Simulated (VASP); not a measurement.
# SnS2: single point with PBEsol

System: SnS2, a slab with vacuum.

```xyz
18
Lattice="3.6513 0.0000 0.0000 0.0000 8.7582 0.0000 0.0000 0.0000 26.6078" Properties=species:S:1:pos:R:3 pbc="T T T"
S     0.0000    4.0640    7.5000
S     0.0000    0.5027    8.1701
S     1.8257    6.3474    9.6876
S     1.8257    2.7860   10.3576
S     0.0000    8.6307   11.8751
S     0.0000    5.0694   12.5452
S     1.8257    2.1558   14.0627
S     1.8257    7.3527   14.7327
S     0.0000    4.4392   16.2502
S     0.0000    0.8778   16.9203
S     1.8257    6.7225   18.4378
S     1.8257    3.1612   19.1078
Sn    1.8257    2.2834    7.8350
Sn    0.0000    4.5667   10.0226
Sn    1.8257    6.8501   12.2101
Sn    0.0000    0.3752   14.3977
Sn    1.8257    2.6585   16.5852
Sn    0.0000    4.9419   18.7728
```

- Program: VASP 6.6.1
- Task: single point
- Functional: PBEsol
- Potentials or basis: VASP PAW PBE potentials, release 64 (S, Sn_d)
- Cutoff: 400 eV
- k mesh: 7 × 3 × 1
- Occupations: gaussian, width 0.05 eV
- Spin: no spin polarisation
- Dipole correction: yes
- Electric field (eV/Å): -0.6 eV/Å
- Further INCAR settings: ALGO = Normal; EDIFF = 1e-06; NBANDS = 93; NELMDL = -8; EFIELD = -0.6

```
Largest force          : 2.201 eV/Å
Band gap on the k mesh : 0.09 eV (least direct gap 0.15 eV)
```

Forces in eV/Å, atoms in the order of the input:
```
S    0.000  0.030 -0.862
S    0.000  1.200 -0.972
S    0.000 -0.076 -0.375
S    0.000  0.215 -0.428
S    0.000 -0.078 -0.204
S    0.000 -0.025 -0.148
S    0.000 -0.126 -0.152
S    0.000 -0.060 -0.066
S    0.000 -0.295  0.133
S    0.000 -0.061  0.075
S    0.000 -1.302  0.810
S    0.000 -0.010  0.592
Sn   0.000 -1.419  1.683
Sn   0.000  0.024  0.810
Sn   0.000  0.170  0.417
Sn   0.000  0.110  0.162
Sn   0.000  0.266 -0.174
Sn   0.000  1.437 -1.302
```

Levels at points of the mesh, in eV from the valence-band top:
| k point | band 75 | band 76 | band 77 | band 78 | band 79 | band 80 | band 81 | band 82 |
| --- | --- | --- | --- | --- | --- | --- | --- | --- |
| (0.00, 0.00, 0.00) | -0.72 | -0.56 | -0.18 | -0.08 | 0.52 | 0.97 | 1.33 | 1.49 |

It took 59 min on 1 thread of Oxide Virtual Turin-like Processor, with other jobs on the host, peak memory 0.67 GiB.

Caveat: semilocal functionals underestimate gaps, and a narrow one can read as zero; the PAW data sets were made with another functional, which shifts forces and pressure a little; spin-orbit coupling is left out, which moves the levels of the heavy elements.
